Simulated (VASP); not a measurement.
Runs of VASP 6.6.1 on SiC. The structure is that of space group P6_3mc (No. 186), or close to it. The cells are those of the table. 

```tsv
cell	gap on the mesh (eV)	pressure (GPa)
a = 2.943, b = 2.943, c = 14.432 Å, angles 90.0, 90.0, 120.0°, 12 atoms	2.40	39.4
a = 2.895, b = 2.895, c = 14.192 Å, angles 90.0, 90.0, 120.0°, 12 atoms	2.39	(b)
a = 3.002, b = 3.002, c = 14.726 Å, angles 90.0, 90.0, 120.0°, 12 atoms	2.40	19.5
a = 3.078, b = 3.078, c = 15.106 Å, angles 90.0, 90.0, 120.0°, 12 atoms	2.40	(a)
```

Alike in all rows: task single point; level r2SCAN; potentials or basis VASP PAW PBE potentials, release 64 (Si, C); no spin polarisation; k mesh 8 × 8 × 2; cutoff (eV) 660; smearing gaussian 0.01 eV.

Problem. Fill in the values left out.

Solution. (a) -0.4; (b) 59.3.

Caveats: the PAW data sets were made with another functional, which shifts forces and pressure a little; the cell stands under pressure (at least some runs).

A k mesh can miss the band edges.
